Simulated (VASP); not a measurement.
Cr: single point with LDA

Crystal: Cr.

```xyz
1
Lattice="-1.3939 1.3939 1.3939 1.3939 -1.3939 1.3939 1.3939 1.3939 -1.3939" Properties=species:S:1:pos:R:3 pbc="T T T"
Cr    0.0000    0.0000    0.0000
```

* Program: VASP 6.6.1
* Task: single point
* Functional: LDA
* Potentials or basis: VASP PAW LDA potentials, release 64 (Cr_pv)
* Cutoff: 520 eV
* k mesh: 16 × 16 × 16
* Occupations: methfessel-paxton, width 1 eV
* Spin: collinear spin, ferromagnetic start
* Starting moments: [1.5] μB

```
Pressure                                              : -1.9 GPa
Band gap on the k mesh                                : zero (filled and empty bands overlap)
Net moment                                            : 0.00 μB per cell
Valence electrons inside the program's atomic spheres : Cr 11.21
```

Levels at points of the mesh, in eV from the Fermi level:
Spin up:
```
           k point  band 4  band 5  band 6  band 7  band 8  band 9
(0.00, 0.00, 0.00)   -7.95   -0.97   -0.97   -0.97    1.21    1.21
(0.50, 0.00, 0.00)   -4.72   -2.66    1.25    1.44    1.59    3.17
(0.50, 0.50, 0.50)   -4.72   -4.72    2.74    2.74    2.74    5.42
```
Spin down:
```csv
k point,band 2,band 3,band 4,band 5,band 6,band 7,band 8,band 9,band 10,band 11
"(0.00, 0.00, 0.00)",-42.21,-42.21,-7.95,-0.97,-0.97,-0.97,1.21,1.21,5.42,22.88
"(0.50, 0.00, 0.00)",-42.56,-42.22,-4.72,-2.66,1.25,1.44,1.59,3.17,5.42,10.79
"(0.50, 0.50, 0.50)",-42.99,-42.99,-4.72,-4.72,2.74,2.74,2.74,5.42,11.27,11.27
```

It took 27 s on 1 thread of Intel Xeon 6975P-C, on a shared host, peak memory 0.15 GiB.

Caveat: the starting moments collapsed, and a magnetic state may lie lower.
